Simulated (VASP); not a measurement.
**SrTlW: single point with PBE**

Crystal: SrTlW.

```
Sr Tl W
1.0
     4.36071    0.00000    0.00000
     0.00000    4.36071    0.00000
     0.00000    0.00000    5.43406
Sr Tl W
1 1 1
Direct
  0.00000 0.00000 0.00000
  0.50000 0.50000 0.50000
  0.50000 0.50000 0.00000
```

The cell was built from a structure type or drawn by symmetry, and may not be a known phase.

- Program: VASP 6.6.1
- Task: single point
- Functional: PBE
- Potentials or basis: VASP PAW PBE potentials, release 64 (Sr_sv, Tl_d, W_sv)
- Cutoff: 520 eV
- k mesh: 10 × 10 × 8
- Occupations: gaussian, width 0.1 eV
- Spin: no spin polarisation

The pressure is 0.0 GPa and the band gap on the k mesh is zero (an odd number of electrons rules out a gap without spin polarisation).

Stress tensor (GPa, compression positive):
```
 0.08  0.00  0.00
 0.00  0.08  0.00
 0.00  0.00 -0.03
```

Levels at points of the mesh, in eV from the Fermi level:
```
           k point  band 16  band 17  band 18  band 19  band 20  band 21  band 22  band 23
(0.00, 0.00, 0.00)    -1.48    -0.66     0.28     0.40     0.40     2.65     2.84     2.84
(0.50, 0.00, 0.00)    -0.66     0.09     0.34     0.54     0.65     0.87     1.96     2.25
(0.50, 0.50, 0.00)    -0.63    -0.32    -0.32    -0.12    -0.12     1.05     1.82     2.49
(0.00, 0.00, 0.50)    -1.48    -1.15    -0.68    -0.46    -0.46     4.59     4.61     4.61
(0.50, 0.00, 0.50)    -1.62    -0.44    -0.12     0.14     0.54     0.85     2.21     3.16
(0.50, 0.50, 0.50)    -1.71    -1.71    -0.60    -0.48     1.04     2.43     2.43     2.95
```

Run time: 2.2 min on 1 thread of Intel(R) Xeon(R) 6975P-C (Granite Rapids), on a shared host, peak memory 0.42 GiB.

Caveat: spin-orbit coupling is left out, which moves the levels of the heavy elements.
